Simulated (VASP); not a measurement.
Write the native input for VASP 6.6.1 that does the following.

```
Task                   : single point
Functional             : LDA
Potentials or basis    : VASP PAW LDA potentials, release 64 (W_sv, S)
Cutoff                 : 520 eV
k mesh                 : 13 × 13 × 13
Occupations            : fermi-dirac, width 0.08 eV
Spin                   : no spin polarisation
Dipole correction      : no
Further INCAR settings : ALGO = Normal; EDIFF = 1e-06; NBANDS = 20
```

The structure of WS2 lies in POSCAR:

```
WS2
1.0
    1.5576599252      0.8993153771      6.0800315456
   -1.5576599252      0.8993153771      6.0800315456
    0.0000000000     -1.7986307542      6.0800315456
W S
1 2
Direct
    0.0000000000      0.0000000000      0.0000000000
    0.7503000000      0.7503000000      0.7503000000
    0.5810000000      0.5810000000      0.5810000000
```

The input as run:

INCAR

```
SYSTEM = WS2
  ALGO = Normal
  EDIFF = 1E-6
  ENCUT = 520
  ISIF = 2
  ISMEAR = -1
  LASPH = .TRUE.
  LCHARG = .TRUE.
  LELF = .TRUE.
  LREAL = .FALSE.
  LVHAR = .TRUE.
  LWAVE = .FALSE.
  NBANDS = 20
  NELM = 80
  PREC = Accurate
  SIGMA = 0.08
```

KPOINTS

```
k-points
0
G
  13 13 13
  0 0 0
```

Potentials or basis: VASP PAW LDA potentials, release 64 (W_sv, S).

Launch:

```console
$ cat potpaw_LDA.64/W_sv/POTCAR potpaw_LDA.64/S/POTCAR > POTCAR
$ mpirun -np 1 vasp_std > vasp.out
```

It gave:

```
Pressure               : 4.0 GPa
Largest force          : 0.852 eV/Å
Band gap on the k mesh : 0.97 eV (least direct gap 2.21 eV)
```

Caveat: the cell stands under pressure; spin-orbit coupling is left out, which moves the levels of the heavy elements.

Wall time 5.2 min on 1 thread of Intel(R) Xeon(R) 6975P-C (Granite Rapids), with other jobs on the host, peak memory 0.41 GiB.
